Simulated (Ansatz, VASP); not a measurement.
# Two plane-wave programs on ZnSe

Contents of INCAR:

```
PREC     = Accurate       # precision mode
ENCUT    = 500            # plane-wave cutoff, eV
EDIFF    = 1E-6           # SCF threshold, eV
ISMEAR   = 0              # smearing method
SIGMA    = 0.1            # smearing width, eV
LREAL    = False          # projectors in reciprocal space
LASPH    = True           # aspherical terms in the spheres
NELM     = 120            # most SCF steps
ALGO     = Normal         # electronic algorithm
ISIF     = 2              # what is computed and relaxed
LWAVE    = False          # write WAVECAR
LCHARG   = True           # write CHGCAR
GGA      = PE             # functional
LELF     = True           # ELF
LVHAR    = True         
NBANDS   = 16             # bands
GGA_COMPAT= False
```

The input KPOINTS:

```
regular mesh
0
Gamma
  6 6 6
```

File POSCAR:

```
ZnSe
1.0
    0.0000000000      2.8767397239      2.8767397239
    2.8767397239      0.0000000000      2.8767397239
    2.8767397239      2.8767397239      0.0000000000
Zn Se
1 1
Direct
    0.0000000000      0.0000000000      0.0000000000
    0.7500000000      0.7500000000      0.7500000000
```

Input for Ansatz:

```yaml
crystal:
  lattice:
    - [0.0, 2.8767397239, 2.8767397239]
    - [2.8767397239, 0.0, 2.8767397239]
    - [2.8767397239, 2.8767397239, 0.0]
  atoms:
    - { symbol: Zn, position: [0.0, 0.0, 0.0] }
    - { symbol: Se, position: [0.75, 0.75, 0.75] }
basis:
  ecutwfc: 420
kpoints:
  mp_grid: { grid: [6, 6, 6] }
hamiltonian:
  xc: pbe
scf:
  occupations: { method: gaussian, width: 0.1 }
output:
  forces: true
  stress: true
  eigenvalues: true
```

Alike in both runs: task single point; functional PBE; k mesh 6 × 6 × 6; occupations gaussian, width 0.1 eV; no spin polarisation.

```csv
,VASP,Ansatz
version,VASP 6.6.1,Ansatz 0.2.0
potentials or method,"VASP PAW PBE potentials, release 64 (Zn, Se), cutoff 500 eV","scalar-relativistic, plane waves, PAW"
valence electrons in the cell,18,28
```

```csv
,VASP,Ansatz,Ansatz less VASP
gap on the k mesh at the Fermi level (eV),1.11,1.11,-0.001
least direct gap on the mesh (eV),1.11,1.11,-0.001
pressure (GPa),-0.4,-0.6,-0.20
```

VASP's potentials hold 18 valence electrons a cell and Ansatz's 28, so a difference there can come from the potentials and not from the codes.
